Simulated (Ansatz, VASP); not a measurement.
# Two plane-wave programs on ZnS

```
Zn S
1.0
     3.78203    0.00000    0.00000
    -1.89102    3.27534    0.00000
     0.00000    0.00000    6.20690
Zn S
2 2
Cartesian
  1.8910 1.0918 3.1062
  0.0000 2.1836 6.2097
  0.0000 2.1836 2.3248
  1.8910 1.0918 5.4283
```

Alike in both runs: functional PBEsol; k mesh 12 × 12 × 6; occupations gaussian, width 0.02 eV; no spin polarisation.

Ansatz relaxed the structure, and its values are those at the end. VASP's run is a single point on that final structure, the one shown.

```csv
,VASP,Ansatz
version,VASP 6.6.1,Ansatz 0.2.0
potentials or method,"VASP PAW PBE potentials, release 64 (Zn, S), cutoff 520 eV","scalar-relativistic, plane waves, PAW"
valence electrons in the cell,36,36
```

|  | VASP | Ansatz | Ansatz less VASP |
| --- | --- | --- | --- |
| gap on the k mesh at the Fermi level (eV) | 2.16 | 2.16 | -0.006 |
| least direct gap on the mesh (eV) | 2.16 | 2.16 | -0.006 |
| pressure (GPa) | 0.3 | 0.0 | -0.24 |

VASP's potentials were made for PBE, not for PBEsol. With one functional, cell and mesh, what is left measures potentials, basis and numerics.
